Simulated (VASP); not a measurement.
# CaLa2Cd3 (P6/mmm) in VASP: notebook, part 2 of 2

VASP 6.6.1. The steps go on from the part before.

## (3) Single point, PBE

This run uses another cell than the first one, of 33.64 Å³/atom.

The input, INCAR:

```
ALGO = All
EDIFF = 1E-6
ENCUT = 550
GGA = PE
GGA_COMPAT = False
ISEARCH = 1
ISIF = 2
ISMEAR = 0
KPAR = 4
LASPH = True
LCHARG = False
LMAXMIX = 6
LREAL = False
LWAVE = False
NBANDS = 43
NELM = 300
PREC = Accurate
SIGMA = 0.1
```

The input, KPOINTS:

```
k-points
0
Gamma
  3 3 4
```

The input, POSCAR:

```
CaLa2Cd3
1.0
    6.4796676730      0.0000000031      0.0000000000
   -3.2398338392      5.6115568114      0.0000000000
    0.0000000000      0.0000000000      5.5508340609
Ca La Cd
1 2 3
Direct
    0.0000000000      0.0000000000      0.5000000000
    0.3333333333      0.6666666667      0.0000000000
    0.6666666667      0.3333333333      0.0000000000
    0.5000000000      0.0000000000      0.5000000000
    0.0000000000      0.5000000000      0.5000000000
    0.5000000000      0.5000000000      0.5000000000
```

Potentials or basis: VASP PAW PBE potentials, release 64 (Ca_sv, La, Cd).

Started as:

```sh
> cat potpaw_PBE.64/Ca_sv/POTCAR potpaw_PBE.64/La/POTCAR potpaw_PBE.64/Cd/POTCAR > POTCAR
> mpirun -np 4 vasp_std > vasp.out
```

OUTCAR:

```text
EDIFF = 1E-6
   ENCUT = 550
   GGA = PE
   ISIF = 2
   ISMEAR = 0
   LASPH = True
   LREAL = False
   NELM = 300
   PREC = Accurate

 ion  position               nearest neighbor table
   1  0.000  0.000  0.500-   4 3.24   4 3.24   6 3.24   6 3.24   5 3.24   5 3.24
   2  0.333  0.667  0.000-   5 3.35   5 3.35   4 3.35   4 3.35   6 3.35   6 3.35
   3  0.667  0.333  0.000-   5 3.35   5 3.35   4 3.35   4 3.35   6 3.35   6 3.35
   4  0.500  0.000  0.500-   1 3.24   1 3.24   5 3.24   5 3.24   6 3.24   6 3.24   3 3.35   2 3.35
[... 609 lines left out ...]
  -------------------------------------------------------------------------------------
  Total        0.2157445      0.2157445     -0.1710002     -0.0000000      0.0000000      0.0000000
  in kB        1.7125999      1.7125999     -1.3574156     -0.0000000      0.0000000      0.0000000
  external PRESSURE =       0.6892614 kB  Pullay stress =       0.0000000 kB

 VOLUME and BASIS-vectors are now :
 -----------------------------------------------------------------------------
  energy-cutoff  :      550.00
  volume of cell :      201.83
      direct lattice vectors                 reciprocal lattice vectors
     6.479667673  0.000000003  0.000000000     0.154328902  0.089101833  0.000000000
    -3.239833839  5.611556811  0.000000000    -0.000000000  0.178203667  0.000000000
     0.000000000  0.000000000  5.550834061     0.000000000  0.000000000  0.180153107

 POSITION                                       TOTAL-FORCE (eV/Angst)
 -----------------------------------------------------------------------------------
      0.00000      0.00000      2.77542        -0.000000     -0.000000      0.000000
     -0.00000      3.74104      0.00000         0.000000     -0.000000     -0.000000
      3.23983      1.87052      0.00000        -0.000000      0.000000      0.000000
      3.23983      0.00000      2.77542        -0.000000     -0.000000      0.000000
     -1.61992      2.80578      2.77542        -0.000000     -0.000000      0.000000
      1.61992      2.80578      2.77542        -0.000000     -0.000000      0.000000
 -----------------------------------------------------------------------------------
    total drift:                               -0.000000     -0.000000      0.000000

  FREE ENERGIE OF THE ION-ELECTRON SYSTEM (eV)
  ---------------------------------------------------
  free  energy   TOTEN  =       -14.4442255199 eV

  energy  without entropy=      -14.3995927288  energy(sigma->0) =      -14.42190912
```

OSZICAR:

```text
N       E                     dE             d eps       ncg     rms           ort
DAV:   1     0.876518837477E+03    0.87652E+03   -0.30837E+04   387   0.232E+03
DAV:   2     0.185566005984E+03   -0.69095E+03   -0.62485E+03   387   0.426E+02
DAV:   3     0.687705346144E+01   -0.17869E+03   -0.17459E+03   387   0.227E+02
DAV:   4    -0.121815573476E+02   -0.19059E+02   -0.18389E+02   387   0.783E+01
DAV:   5    -0.148655913761E+02   -0.26840E+01   -0.26353E+01   387   0.220E+01
SDA:   6    -0.107202609700E+02    0.41453E+01   -0.26353E+01   387   0.257E+02   0.000E+00
CGA:   7    -0.132416669828E+02   -0.25214E+01   -0.27641E+01   387   0.536E+01  -0.976E+00
CGA:   8    -0.135907459166E+02   -0.34908E+00   -0.35496E+00   387   0.395E+01  -0.932E-01
CGA:   9    -0.138915600930E+02   -0.30081E+00   -0.29787E+00   387   0.130E+01   0.144E-01
CGA:  10    -0.140120018628E+02   -0.12044E+00   -0.11983E+00   387   0.829E+00   0.906E-03
CGA:  11    -0.141113250270E+02   -0.99323E-01   -0.99305E-01   387   0.584E+00   0.263E-03
CGA:  12    -0.142060153816E+02   -0.94690E-01   -0.94675E-01   387   0.389E+00   0.175E-02
[... 30 lines left out ...]
CGA:  43    -0.144442248620E+02   -0.10193E-05   -0.10125E-05   387   0.154E-05   0.109E-06
CGA:  44    -0.144442255199E+02   -0.65785E-06   -0.65744E-06   387   0.109E-05   0.189E-08
   1 F= -.14444226E+02 E0= -.14421909E+02  d E =-.446328E-01
```

stdout:

```text
POSCAR found type information on POSCAR CaLaCd
 POSCAR found :  3 types and       6 ions
 scaLAPACK will be used
 LDA part: xc-table for (Slater+PW92), standard interpolation
 POSCAR, INCAR and KPOINTS ok, starting setup
 FFT: planning ... GRIDC
[... 75 lines left out ...]
 gam= 0.612 trial= 0.635  step=  0.7273 mean=  0.6354
 gam= 0.642 g(H,U,f)=  0.221E-05 0.125E-06 0.331E-07 ort(H,U,f) = 0.358E-06 0.238E-07 0.108E-07
 gam= 0.642 trial= 0.645  step=  0.7731 mean=  0.6446
 gam= 0.652 g(H,U,f)=  0.146E-05 0.685E-07 0.122E-07 ort(H,U,f) = 0.122E-06-0.232E-07 0.992E-08
 gam= 0.652 trial= 0.657  step=  0.8145 mean=  0.6574
 gam= 0.706 g(H,U,f)=  0.103E-05 0.559E-07 0.746E-08 ort(H,U,f) = 0.375E-07-0.306E-07-0.503E-08
 gam= 0.706 trial= 0.673  step=  0.7747 mean=  0.6731
 final diagonalization occupied
```

Run time: 84 s. Hardware: 4 MPI ranks of Intel Xeon Platinum 8488C (Sapphire Rapids), shared host; peak memory 0.42 GiB.

What came out:

```yaml
Free_energy: -14.4442 eV
Pressure: 0.1 GPa
Band_gap_on_the_k_mesh: zero (bands 34 and 35 overlap by 0.51 eV)
```

Levels at points of the mesh, in eV from the Fermi level:
```csv
k point,band 30,band 31,band 32,band 33,band 34,band 35,band 36,band 37,band 38,band 39
"(0.00, 0.00, 0.00)",-1.68,-1.68,-0.91,-0.77,-0.77,-0.46,-0.46,0.40,1.12,1.26
"(0.00, 0.00, 0.50)",-2.45,-2.45,-0.71,-0.71,-0.71,0.43,0.55,0.55,0.75,0.75
```

Caveat: the k points lie up to 0.37 Å⁻¹ apart, too coarse for converged energies and pressures of a metal; spin-orbit coupling is left out, which moves the levels of the heavy elements.
